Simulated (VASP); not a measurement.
CaPd, 2 atoms in the cell. It takes space group Pm-3m (No. 221, cubic). Conventional cell: a = 3.467 Å, b = 3.467 Å, c = 3.467 Å, α = 90.00°, β = 90.00°, γ = 90.00°. Within 4.0 Å of Ca (site symmetry m-3m) lie 8 Pd at 3.00 Å and 6 Ca at 3.47 Å. Within 4.0 Å of Pd (site symmetry m-3m) lie 8 Ca at 3.00 Å and 6 Pd at 3.47 Å. 

- Program: VASP 6.6.1
- Task: relaxation of cell and atoms
- Functional: PBEsol
- Potentials or basis: VASP PAW PBE potentials, release 64 (Ca_sv, Pd)
- Cutoff: 600 eV
- k mesh: 14 × 14 × 14
- Occupations: fermi-dirac, width 0.05 eV
- Spin: no spin polarisation
- Target pressure: 4 GPa
- Dipole correction: no
- Further INCAR settings: ALGO = Normal; EDIFF = 1e-06; IBRION = 2; EDIFFG = -0.002; NSW = 100; ISIF = 3

Potentials or basis: VASP PAW PBE potentials, release 64 (Ca_sv, Pd).

Command:

```sh
$ cat potpaw_PBE.64/Ca_sv/POTCAR potpaw_PBE.64/Pd/POTCAR > POTCAR
$ mpirun -np 1 vasp_std > vasp.out
```

Hardware: 1 thread of Oxide Virtual Turin-like Processor, on a shared host.

Question: Estimate the wall time of this run.

Answer: Run time: 2.4 min on 1 thread of Oxide Virtual Turin-like Processor (shared host), peak memory 0.21 GiB. Counts: scf iterations 30, k points 120, ion steps 3.
